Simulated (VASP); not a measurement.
# Pb (P6_3/mmc) in VASP: a series of runs

Runs on Pb. Level: PBEsol. Tasks: single point.

All numbers are computed with VASP 6.6.1; they aren't measurements. Logs are shortened: lines on timing, memory, paths and dates and some standing lists are left out, and cuts for length are marked.

### 1 The cell of the first run

The structure is hexagonal, space group P6_3/mmc (No. 194). Conventional cell: a = 3.325 Å, b = 3.325 Å, c = 5.496 Å, α = 90.00°, β = 90.00°, γ = 120.00°. Within 4.4 Å of Pb (site symmetry -6m2) lie 12 Pb at 3.33 to 3.35 Å.

This isn't the form of Pb at room conditions, which is fcc.

### 2 Single point, PBEsol (26.31 Å³/atom)

Input file INCAR:

```
SYSTEM = Pb
PREC = Accurate ; ENCUT = 520
EDIFF = 1E-7 ; ISMEAR = 0
SIGMA = 0.1 ; LREAL = .False.
LASPH = .True. ; NELM = 100
ALGO = Fast ; ISIF = 2
LWAVE = .False. ; LCHARG = .False.
GGA = PS ; NBANDS = 21
```

Input file KPOINTS:

```
Automatic mesh
0
Gamma
  15 15 8
  0 0 0
```

Input file POSCAR:

```
Pb
1.0
    3.3250435411      0.0000000000      0.0000000000
   -1.6625217705      2.8795721753      0.0000000000
    0.0000000000      0.0000000000      5.4958171984
Pb
2
Direct
    0.3333333333      0.6666666667      0.2500000000
    0.6666666667      0.3333333333      0.7500000000
```

Potentials or basis: VASP PAW PBE potentials, release 64 (Pb_d).

Started as:

```bash
> cat potpaw_PBE.64/Pb_d/POTCAR > POTCAR
> mpirun -np 1 vasp_std > vasp.out
```

OUTCAR:

```text
SYSTEM = Pb
   PREC = Accurate
   ENCUT = 520
   EDIFF = 1E-7
   ISMEAR = 0
   LREAL = .False.
   LASPH = .True.
   NELM = 100
   ISIF = 2
   GGA = PS

 ion  position               nearest neighbor table
   1  0.333  0.667  0.250-   2 3.35   2 3.35   2 3.35   2 3.35   2 3.35   2 3.35
   2  0.667  0.333  0.750-   1 3.35   1 3.35   1 3.35   1 3.35   1 3.35   1 3.35

  LATTYP: Found a hexagonal cell.
 ALAT       =     3.3250435411
 C/A-ratio  =     1.6528557086

  Lattice vectors:

 A1 = (   3.3250435411,   0.0000000000,   0.0000000000)
 A2 = (  -1.6625217705,   2.8795721753,   0.0000000000)
 A3 = (   0.0000000000,   0.0000000000,   5.4958171984)

Analysis of symmetry for initial positions (statically):
=====================================================================
 Subroutine PRICEL returns:
 Original cell was already a primitive cell.

 Routine SETGRP: Setting up the symmetry group for a
 hexagonal supercell.

 Subroutine GETGRP returns: Found 24 space group operations
 (whereof 12 operations were pure point group operations)
 out of a pool of 24 trial point group operations.

The static configuration has the point symmetry D_3d.
 The point group associated with its full space group is D_6h.

Analysis of symmetry for dynamics (positions and initial velocities):
=====================================================================
 Subroutine PRICEL returns:
 Original cell was already a primitive cell.

 Routine SETGRP: Setting up the symmetry group for a
 hexagonal supercell.

 Subroutine GETGRP returns: Found 24 space group operations
 (whereof 12 operations were pure point group operations)
 out of a pool of 24 trial point group operations.

The dynamic configuration has the point symmetry D_3d.
 The point group associated with its full space group is D_6h.

 Subroutine INISYM returns: Found 24 space group operations
 (whereof 12 operations are pure point group operations),
 and found     1 'primitive' translations

----------------------------------------------------------------------------------------

                                     Primitive cell

  volume of cell :      52.6208

  direct lattice vectors                    reciprocal lattice vectors
     3.325043541  0.000000000  0.000000000     0.300747941  0.173636905  0.000000000
    -1.662521770  2.879572175  0.000000000     0.000000000  0.347273810  0.000000000
     0.000000000  0.000000000  5.495817198     0.000000000  0.000000000  0.181956561

  length of vectors
     3.325043541  3.325043541  5.495817198     0.347273810  0.347273810  0.181956561

  position of ions in fractional coordinates (direct lattice)
     0.333333333  0.666666667  0.250000000
     0.666666667  0.333333333  0.750000000

  ion indices of the primitive-cell ions
   primitive index   ion index
                 1           1
                 2           2

----------------------------------------------------------------------------------------

 KPOINTS: Automatic mesh

Automatic generation of k-mesh.
 Grid dimensions read from file:
 generate k-points for:   15   15    8

 Generating k-lattice:

  Cartesian coordinates                     Fractional coordinates (reciprocal lattice)
     0.020049863  0.011575794  0.000000000     0.066666667 -0.000000000  0.000000000
     0.000000000  0.023151587  0.000000000     0.000000000  0.066666667  0.000000000
     0.000000000  0.000000000  0.022744570     0.000000000  0.000000000  0.125000000

  Length of vectors
     0.023151587  0.023151587  0.022744570

  Shift w.r.t. Gamma in fractional coordinates (k-lattice)
     0.000000000  0.000000000  0.000000000

 Subroutine IBZKPT returns following result:
 ===========================================

 Found    135 irreducible k-points:

 Following reciprocal coordinates:
            Coordinates               Weight
  0.000000  0.000000  0.000000      1.000000
  0.066667  0.000000  0.000000      6.000000
  0.133333  0.000000  0.000000      6.000000
  0.200000  0.000000  0.000000      6.000000
  0.266667  0.000000  0.000000      6.000000
  0.333333  0.000000  0.000000      6.000000
[... 16 lines left out ...]
  0.333333  0.200000  0.000000     12.000000
  0.400000  0.200000  0.000000      6.000000
 [... further k-points ...]
   k-points           NKPTS =    135   k-points in BZ     NKDIM =    135   number of bands    NBANDS=     21
   number of dos      NEDOS =    301   number of ions     NIONS =      2
   total plane-waves  NPLWV =  32928
   dimension x,y,z NGX =    28 NGY =   28 NGZ =   42
   dimension x,y,z NGXF=    56 NGYF=   56 NGZF=   84
   ions per type =               2
   NGX,Y,Z   is equivalent  to a cutoff of  14.00, 14.00, 12.70 a.u.
   NGXF,Y,Z  is equivalent  to a cutoff of  28.00, 28.00, 25.41 a.u.
 SYSTEM =  Pb
   PREC   = accura    normal or accurate (medium, high low for compatibility)
   ISTART =      0    job   : 0-new  1-cont  2-samecut
   ICHARG =      2    charge: 1-file 2-atom 10-const
   ISPIN  =      1    spin polarized calculation?
   LNONCOLLINEAR =      F non collinear calculations
   LSORBIT =      F    spin-orbit coupling
   LASPH  =      T    aspherical Exc in radial PAW
   ENCUT  =  520.0 eV  38.22 Ry    6.18 a.u.   6.18  6.18 10.22*2*pi/ulx,y,z
   NELM   =    100;   NELMIN=  2; NELMDL= -5     # of ELM steps
   EDIFF  = 0.1E-06   stopping-criterion for ELM
   LREAL  =      F    real-space projection
   EDIFFG = 0.1E-05   stopping-criterion for IOM
   NSW    =      0    number of steps for IOM
   IBRION =     -1    ionic relax: 0-MD 1-quasi-New 2-CG
   NFREE  =      0    steps in history (QN), initial steepest desc. (CG)
   ISIF   =      2    stress and relaxation
   ISYM   =      2    0-nonsym 1-usesym 2-fastsym
   POTIM  = 0.5000    time-step for ionic-motion
   TEBEG  =    0.0;   TEEND  =   0.0 temperature during run
   PSTRESS=    0.0 pullay stress
   NELECT =      28.0000    total number of electrons
   NUPDOWN=      -1.0000    fix difference up-down
   EMIN   =  10.00;   EMAX   =-10.00  energy-range for DOS
   EFERMI =   0.00;   METHOD = LEGACY
   ISMEAR =     0;   SIGMA  =   0.10  broadening in eV -4-tet -1-fermi 0-gaus
   EFERMI_NEDOS =   21; number of points for ismear=-14 and -15
   IALGO  =     68    algorithm
   IMIX   =      4    mixing-type and parameters
     AMIX     =   0.40;   BMIX     =  1.00
     AMIX_MAG =   1.60;   BMIX_MAG =  1.00
  volume/ion in A,a.u.               =      26.31       177.55
  Fermi-wavevector in a.u.,A,eV,Ry     =   1.326605  2.506920 23.944634  1.759881
  Thomas-Fermi vector in A             =   2.455979
   LORBIT       =      0    0 simple, 1 ext, 2 COOP (PROOUT), +10 PAW based schemes
   GGA     = PS    functional components
   LHFCALC =     F    Hartree Fock is set to
   AEXX    =    0.0000 exact exchange contribution
   IVDW    =     0    specifies the selected vdW correction
   LEPSILON=     F    determine dielectric tensor
   LRPA    =     F    only Hartree local field effects (RPA)
 non-spin polarized calculation
 RMM-DIIS sequential band-by-band and
 Gauss-broadening in eV      SIGMA  =   0.10
  energy-cutoff  :      520.00
  volume of cell :       52.62
 maximum number of plane-waves:      1436
 NGX is ok and might be reduce to    28
   NGX = 13   NGY = 13   NGZ = 21

 number of electron      27.9999996 magnetization

 Free energy of the ion-electron system (eV)
  ---------------------------------------------------
  ext. energy  EPLUGINS =         0.00000000
  ---------------------------------------------------
  free energy    TOTEN  =        -7.82003009 eV

  energy without entropy =       -7.81499825  energy(sigma->0) =       -7.81751417

 E-fermi :   8.8096     XC(G=0): -11.0442

 val. band max:        8.8081513142   @ k =   0.2667   0.0667   0.3750
 cond. band min:       8.8225003791   @ k =   0.2667   0.0000   0.5000
 fundamental gap:      0.0143490650
 Fermi energy:         8.8095782610

 k-point     1 :       0.0000    0.0000    0.0000
  band No.  band energies     occupation
      1      -8.4170      2.00000
      2      -8.3442      2.00000
      3      -8.3086      2.00000
      4      -8.3086      2.00000
      5      -8.2758      2.00000
      6      -8.2758      2.00000
[... 13 lines left out ...]
     20      18.4780      0.00000
     21      20.8079      0.00000

 k-point     2 :       0.0667    0.0000    0.0000
  band No.  band energies     occupation
      1      -8.4084      2.00000
      2      -8.3486      2.00000
      3      -8.2980      2.00000
      4      -8.2922      2.00000
      5      -8.2748      2.00000
      6      -8.2600      2.00000
[... 13 lines left out ...]
     20      19.0044      0.00000
     21      20.2618      0.00000

 k-point     3 :       0.1333    0.0000    0.0000
  band No.  band energies     occupation
      1      -8.4087      2.00000
      2      -8.3407      2.00000
      3      -8.2888      2.00000
      4      -8.2484      2.00000
      5      -8.2454      2.00000
      6      -8.2150      2.00000
[... 13 lines left out ...]
     20      19.3229      0.00000
     21      19.7726      0.00000

 k-point     4 :       0.2000    0.0000    0.0000
  band No.  band energies     occupation
      1      -8.4420      2.00000
      2      -8.3169      2.00000
      3      -8.2822      2.00000
      4      -8.2533      2.00000
      5      -8.2258      2.00000
      6      -8.1851      2.00000
[... 13 lines left out ...]
     20      18.9266      0.00000
     21      19.7224      0.00000

 k-point     5 :       0.2667    0.0000    0.0000
  band No.  band energies     occupation
      1      -8.4848      2.00000
      2      -8.3327      2.00000
      3      -8.3043      2.00000
      4      -8.2515      2.00000
      5      -8.2349      2.00000
      6      -8.1090      2.00000
[... 13 lines left out ...]
     20      18.4917      0.00000
     21      19.9204      0.00000

 k-point     6 :       0.3333    0.0000    0.0000
  band No.  band energies     occupation
      1      -8.5254      2.00000
      2      -8.3563      2.00000
      3      -8.3557      2.00000
      4      -8.2748      2.00000
      5      -8.1872      2.00000
      6      -8.1179      2.00000
[... 13 lines left out ...]
     20      18.0044      0.00000
     21      20.2275      0.00000

 k-point     7 :       0.4000    0.0000    0.0000
  band No.  band energies     occupation
      1      -8.5567      2.00000
      2      -8.3985      2.00000
      3      -8.3753      2.00000
      4      -8.2923      2.00000
      5      -8.1510      2.00000
      6      -8.1448      2.00000
[... 13 lines left out ...]
     20      17.6576      0.00000
     21      20.1644      0.00000
[... 291 lines left out ...]
      1      -8.5014      2.00000
      2      -8.4341      2.00000
      3      -8.3252      2.00000
      4      -8.2889      2.00000
      5      -8.1661      2.00000
      6      -8.1380      2.00000
[... 13 lines left out ...]
     20      17.8537      0.00000
     21      22.5480      0.00000

 k-point    21 :       0.2000    0.2000    0.0000
  band No.  band energies     occupation
      1      -8.3809      2.00000
      2      -8.3693      2.00000
      3      -8.3652      2.00000
      4      -8.2806      2.00000
      5      -8.1898      2.00000
      6      -8.1390      2.00000
[... 13 lines left out ...]
     20      19.9121      0.00000
     21      20.6143      0.00000

 k-point    22 :       0.2667    0.2000    0.0000
  band No.  band energies     occupation
      1      -8.4083      2.00000
      2      -8.4003      2.00000
      3      -8.3216      2.00000
      4      -8.2822      2.00000
      5      -8.1700      2.00000
      6      -8.1431      2.00000
[... 13 lines left out ...]
     20      19.9556      0.00000
     21      21.8789      0.00000

 k-point    23 :       0.3333    0.2000    0.0000
  band No.  band energies     occupation
      1      -8.4379      2.00000
      2      -8.4172      2.00000
      3      -8.2824      2.00000
      4      -8.2768      2.00000
      5      -8.1695      2.00000
      6      -8.1499      2.00000
[... 13 lines left out ...]
     20      19.7963      0.00000
     21      22.7563      0.00000

 k-point    24 :       0.4000    0.2000    0.0000
  band No.  band energies     occupation
      1      -8.4483      2.00000
      2      -8.4232      2.00000
      3      -8.2726      2.00000
      4      -8.2693      2.00000
      5      -8.1811      2.00000
      6      -8.1334      2.00000
[... 13 lines left out ...]
     20      19.7378      0.00000
     21      23.3077      0.00000

 [... further k-points ...]

------------------------ aborting loop because EDIFF is reached ----------------------------------------

  FORCE on cell =-STRESS in cart. coord.  units (eV):
  Direction    XX          YY          ZZ          XY          YZ          ZX
  --------------------------------------------------------------------------------------
  -------------------------------------------------------------------------------------
  Total        2.6814161      2.6814161      2.7244767      0.0000000      0.0000000      0.0000000
  in kB       81.6426713     81.6426713     82.9537633      0.0000000      0.0000000      0.0000000
  external PRESSURE =      82.0797020 kB  Pullay stress =       0.0000000 kB

 VOLUME and BASIS-vectors are now :
 -----------------------------------------------------------------------------
  energy-cutoff  :      520.00
  volume of cell :       52.62
      direct lattice vectors                 reciprocal lattice vectors
     3.325043541  0.000000000  0.000000000     0.300747941  0.173636905  0.000000000
    -1.662521770  2.879572175  0.000000000     0.000000000  0.347273810  0.000000000
     0.000000000  0.000000000  5.495817198     0.000000000  0.000000000  0.181956561

 POSITION                                       TOTAL-FORCE (eV/Angst)
 -----------------------------------------------------------------------------------
     -0.00000      1.91971      1.37395         0.000000      0.000000      0.000000
      1.66252      0.95986      4.12186        -0.000000      0.000000      0.000000
 -----------------------------------------------------------------------------------
    total drift:                               -0.000000      0.000000      0.000000

  FREE ENERGIE OF THE ION-ELECTRON SYSTEM (eV)
  ---------------------------------------------------
  free  energy   TOTEN  =        -7.8200300938 eV

  energy  without entropy=       -7.8149982543  energy(sigma->0) =       -7.81751417
```

Run time: 74 s. Hardware: 1 thread of Intel Xeon 6975P-C (Granite Rapids), shared host; peak memory 0.26 GiB.

Results:

| Item | Value |
| --- | --- |
| Free energy | -7.8200 eV |
| Pressure | 8.2 GPa |
| Band gap on the k mesh | zero (bands 14 and 15 overlap by 9.06 eV) |

Levels at points of the mesh, in eV from the Fermi level:
```tsv
k point	band 10	band 11	band 12	band 13	band 14	band 15	band 16	band 17	band 18	band 19
(0.00, 0.00, 0.00)	-16.75	-12.84	-8.41	-5.01	6.54	6.54	8.41	8.61	8.61	9.37
(0.00, 0.00, 0.50)	-16.84	-11.45	-11.45	0.81	0.81	7.51	7.51	7.51	7.51	9.55
```

Caveat: the cell stands under pressure; the PAW data sets were made with another functional, which shifts forces and pressure a little; spin-orbit coupling is left out, which moves the levels of the heavy elements.

(Part 1 of 2 ends here.)
